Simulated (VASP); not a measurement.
SnSe: single point with PBE+D3(BJ)

**What was measured.**

From “Linear dichroism of the optical properties of SnS and SnSe van der Waals crystals”, 2024, arxiv:2409.17412, for a bulk crystal of SnSe at 300 K: band gap 0.89 eV (indirect).

SnSe:

```
Sn Se
1.0
    11.48162    0.00000    0.00000
     0.00000    4.16751    0.00000
     0.00000    0.00000    4.38632
Sn Se
4 4
Direct
  0.11763 0.25000 0.09534
  0.38237 0.75000 0.59534
  0.61763 0.25000 0.40466
  0.88237 0.75000 0.90466
  0.35698 0.25000 0.02303
  0.14302 0.75000 0.52303
  0.85698 0.25000 0.47697
  0.64302 0.75000 0.97697
```

```json
{
  "Program": "VASP 6.6.1",
  "Task": "single point",
  "Functional": "PBE",
  "Dispersion": "D3(BJ)",
  "Potentials or basis": "VASP PAW PBE potentials, release 64 (Sn_d, Se)",
  "Cutoff": "520 eV",
  "k mesh": "4 × 8 × 8",
  "Occupations": "gaussian, width 0.02 eV",
  "Spin": "no spin polarisation"
}
```

The pressure is 0.0 GPa. The largest force is 0.011 eV/Å, the band gap on the k mesh is 0.56 eV, indirect (least direct gap 0.83 eV) and the dispersion energy per atom is -0.369 eV.

Forces on the atoms (eV/Å):
```
Sn  -0.009  0.000 -0.006
Sn   0.009  0.000 -0.006
Sn  -0.009  0.000  0.006
Sn   0.009  0.000  0.006
Se   0.010  0.000  0.005
Se  -0.010  0.000  0.005
Se   0.010  0.000 -0.005
Se  -0.010  0.000 -0.005
```

Levels at points of the mesh, in eV from the valence-band top:
| k point | band 36 | band 37 | band 38 | band 39 | band 40 | band 41 | band 42 | band 43 | band 44 | band 45 |
| --- | --- | --- | --- | --- | --- | --- | --- | --- | --- | --- |
| (0.00, 0.00, 0.00) | -1.88 | -1.62 | -1.29 | -0.72 | -0.58 | 0.56 | 2.95 | 3.13 | 3.14 | 3.35 |
| (0.50, 0.00, 0.00) | -2.18 | -1.91 | -1.91 | -0.59 | -0.59 | 2.56 | 2.56 | 2.77 | 2.77 | 3.78 |
| (0.00, 0.50, 0.00) | -1.67 | -1.00 | -1.00 | -0.67 | -0.67 | 0.94 | 0.94 | 1.38 | 1.38 | 1.66 |
| (0.50, 0.50, 0.00) | -2.08 | -0.94 | -0.94 | -0.94 | -0.94 | 1.41 | 1.41 | 1.41 | 1.41 | 2.08 |
| (0.00, 0.00, 0.50) | -1.42 | -0.78 | -0.78 | -0.25 | -0.25 | 1.22 | 1.22 | 1.46 | 1.46 | 1.62 |
| (0.50, 0.00, 0.50) | -1.74 | -0.45 | -0.45 | -0.22 | -0.22 | 1.15 | 1.15 | 1.51 | 1.51 | 1.63 |
| (0.00, 0.50, 0.50) | -3.24 | -2.36 | -2.36 | -1.51 | -1.51 | 2.60 | 2.60 | 3.02 | 3.02 | 4.63 |
| (0.50, 0.50, 0.50) | -3.86 | -1.60 | -1.60 | -1.60 | -1.60 | 2.40 | 2.40 | 2.40 | 2.40 | 4.87 |

It took 7.2 min on 1 thread of AMD EPYC 9R45 96-Core Processor (Zen 5) (shared host), peak memory 0.7 GiB.

Measured gap of SnSe: 0.89 eV (indirect; 300 K; “Linear dichroism of the optical properties of SnS and SnSe van der Waals crystals”, 2024, arxiv:2409.17412). This calculation gives 0.56 eV (-0.33 eV). 2 values of this kind are on record (0.89 to 0.99 eV); this one was drawn at random. Spin-orbit coupling on Se, Sn is left out. The value is that of PBE+D3(BJ) on a finite k mesh, which can miss the band edges, without temperature or zero-point motion. Semilocal functionals fall short of measured gaps as a rule.

Caveat: spin-orbit coupling is left out, which moves the levels of the heavy elements.
